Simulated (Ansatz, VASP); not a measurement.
## Si2Ge3: VASP beside Ansatz

```
Si Ge
1.0
     2.99374    0.00000    0.00000
    -1.49687    2.59265    0.00000
     0.00000    0.00000   22.70216
Si Ge
4 6
Direct
  0.33333 0.66667 0.80594
  0.33333 0.66667 0.00000
  0.33333 0.66667 0.19406
  0.66667 0.33333 0.50000
  0.33333 0.66667 0.59682
  0.33333 0.66667 0.40318
  0.66667 0.33333 0.71118
  0.66667 0.33333 0.90314
  0.66667 0.33333 0.09686
  0.66667 0.33333 0.28882
```

Alike in both runs: functional PBE; k mesh 6 × 6 × 1; occupations gaussian, width 0.1 eV; no spin polarisation.

Ansatz relaxed the structure, and its values are those at the end. VASP's run is a single point on that final structure, the one shown.

|  | VASP | Ansatz |
| --- | --- | --- |
| version | VASP 6.6.1 | Ansatz 0.2.0 |
| potentials or method | VASP PAW PBE potentials, release 64 (Si, Ge_d), cutoff 520 eV | scalar-relativistic, plane waves, PAW |
| valence electrons in the cell | 100 | 100 |

```tsv
	VASP	Ansatz	Ansatz less VASP
gap on the k mesh at the Fermi level (eV)	none	none	-
pressure (GPa)	0.0	0.0	-0.01
```

A gap of «none» marks a metal or a gap that the smearing closes.

The k mesh is coarse, so the values compare programs but aren't converged.
